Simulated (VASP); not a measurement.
Wanted: the native input for a VASP 6.6.1 run.

- Task: single point
- Functional: PBE
- Dispersion: D3(BJ)
- Potentials or basis: VASP PAW PBE potentials, release 64 (Cd, Se)
- Cutoff: 520 eV
- k mesh: 8 × 8 × 8
- Occupations: fermi-dirac, width 0.05 eV
- Spin: no spin polarisation
- Dipole correction: no
- Further INCAR settings: ALGO = Normal; EDIFF = 1e-07; NBANDS = 16

The structure of CdSe lies in POSCAR:

```
CdSe
1.0
    0.0000000000      3.0562478098      3.0562478098
    3.0562478098      0.0000000000      3.0562478098
    3.0562478098      3.0562478098      0.0000000000
Cd Se
1 1
Direct
    0.0000000000      0.0000000000      0.0000000000
    0.2500000000      0.2500000000      0.2500000000
```

These files were run (other wordings do the same):

INCAR

```
PREC     = Accurate       # precision mode
ENCUT    = 520            # plane-wave cutoff, eV
EDIFF    = 1E-7           # SCF threshold, eV
ISMEAR   = -1             # smearing method
SIGMA    = 0.05           # smearing width, eV
LREAL    = F              # projectors in reciprocal space
LASPH    = T              # aspherical terms in the spheres
NELM     = 80             # most SCF steps
ALGO     = Normal         # electronic algorithm
ISIF     = 2              # what is computed and relaxed
LWAVE    = F              # write WAVECAR
LCHARG   = F              # write CHGCAR
GGA      = PE             # functional
IVDW     = 12             # dispersion correction
NBANDS   = 16             # bands
```

KPOINTS

```
Automatic mesh
0
Gamma
  8 8 8
```

Potentials or basis: VASP PAW PBE potentials, release 64 (Cd, Se).

The run is started by

```sh
$ cat potpaw_PBE.64/Cd/POTCAR potpaw_PBE.64/Se/POTCAR > POTCAR
$ mpirun -np 1 vasp_std > vasp.out
```

Results of the run:

```yaml
Pressure: 0.3 GPa
Band_gap_on_the_k_mesh: 0.58 eV, direct
Dispersion_energy_per_atom: -0.313 eV
```

Wall time 31 s on 1 thread of Intel(R) Xeon(R) Platinum 8259CL CPU @ 2.50GHz (Skylake/Cascade Lake), with other jobs on the host, peak memory 0.19 GiB.
